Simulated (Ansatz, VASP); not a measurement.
One calculation of HfO2, two programs

```
Hf O
1.0
     0.00000    2.55750    2.55750
     2.55750    0.00000    2.55750
     2.55750    2.55750    0.00000
Hf O
1 2
Direct
  0.97067 0.02933 0.02933
  0.25000 0.25000 0.25000
  0.75000 0.75000 0.75000
```

Change from the starting cell: all Hf atoms moved +0.150 Å, as atom 1 along Cartesian [1 0 0].

Alike in both runs: task single point; functional r2SCAN; k mesh 8 × 8 × 8; occupations gaussian, width 0.05 eV; no spin polarisation.

|  | VASP | Ansatz |
| --- | --- | --- |
| version | VASP 6.6.1 | Ansatz 0.2.0 |
| potentials or method | VASP PAW PBE potentials, release 64 (Hf_pv, O), cutoff 520 eV | scalar-relativistic, plane waves, PAW |
| valence electrons in the cell | 22 | 38 |

```csv
,VASP,Ansatz,Ansatz less VASP
gap on the k mesh at the Fermi level (eV),4.22,4.23,+0.010
least direct gap on the mesh (eV),4.22,4.23,+0.010
pressure (GPa),-9.7,-6.2,+3.58
"traceless stress, the component that is largest in VASP (GPa)",0.32,0.24,-0.075
rms of the force components (eV/Å),0.277,0.306,+0.0286
```

VASP's potentials were made for PBE, not for r2SCAN. Atom by atom the forces differ by 0.029 eV/Å (rms over components). VASP's potentials hold 22 valence electrons a cell and Ansatz's 38, so a difference there can come from the potentials and not from the codes.

Spin-orbit coupling is off throughout.
